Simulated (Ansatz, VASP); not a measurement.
ZnO in VASP and in Ansatz

```xyz
4
Lattice="3.2305 0.0000 0.0000 -1.6152 2.7977 0.0000 0.0000 0.0000 4.9012" Properties=species:S:1:pos:R:3 pbc="T T T"
Zn    1.6152    0.9326    2.4062
Zn    0.0000    1.8651   -0.0444
O     1.6152    0.9326    4.3590
O     0.0000    1.8651    1.9084
```

Change from the starting cell: strain along c alone, the other axes held, atoms relaxed: -6.0 %.

Alike in both runs: functional PBEsol; k mesh 12 × 12 × 6; occupations gaussian, width 0.02 eV; no spin polarisation.

Ansatz relaxed the structure, and its values are those at the end. VASP's run is a single point on that final structure, the one shown.

|  | VASP | Ansatz |
| --- | --- | --- |
| version | VASP 6.6.1 | Ansatz 0.2.0 |
| potentials or method | VASP PAW PBE potentials, release 64 (Zn, O), cutoff 520 eV | scalar-relativistic, plane waves, PAW |
| valence electrons in the cell | 36 | 36 |

VASP gave:

```
gap on the k mesh at the Fermi level (eV) : 0.85
least direct gap on the mesh (eV)         : 0.85
pressure (GPa)                            : 11.0
rms of the force components (eV/Å)        : 0.005
```

**Question.** Which values does Ansatz return?

**Answer.** gap on the k mesh at the Fermi level (eV): 0.86; least direct gap on the mesh (eV): 0.86; pressure (GPa): 9.6; rms of the force components (eV/Å): 0.000.

VASP's potentials were made for PBE, not for PBEsol. With one functional, cell and mesh, what is left measures potentials, basis and numerics. Ansatz's warnings: stress scf threshold loose.
